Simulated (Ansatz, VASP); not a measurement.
**GaN: VASP beside Ansatz**

```xyz
4
Lattice="3.1900 0.0000 0.0000 -1.5950 2.7626 0.0000 0.0000 0.0000 5.1890" Properties=species:S:1:pos:R:3 pbc="T T T"
Ga    1.5950    0.9209   -0.0050
Ga    0.0000    1.8417    2.5895
N     1.5950    0.9209    1.9508
N     0.0000    1.8417    4.5453
```

Alike in both runs: functional PBE; k mesh 9 × 9 × 6; no spin polarisation.

Ansatz relaxed the structure, and its values are those at the end. VASP's run is a single point on that final structure, the one shown.

|  | VASP | Ansatz |
| --- | --- | --- |
| version | VASP 6.6.1 | Ansatz 0.2.0 |
| potentials or method | VASP PAW PBE potentials, release 64 (Ga_d, N) | scalar-relativistic, plane waves, PAW |
| plane-wave cutoff (eV) | 520 | 420 |
| occupations | gaussian, width 0.01 eV | fixed |
| valence electrons in the cell | 36 | 36 |

```csv
,VASP,Ansatz,Ansatz less VASP
gap on the k mesh at the Fermi level (eV),1.91,1.90,-0.008
least direct gap on the mesh (eV),1.91,1.90,-0.008
pressure (GPa),5.2,5.2,-0.10
```

Ansatz's warnings: stress scf threshold loose.
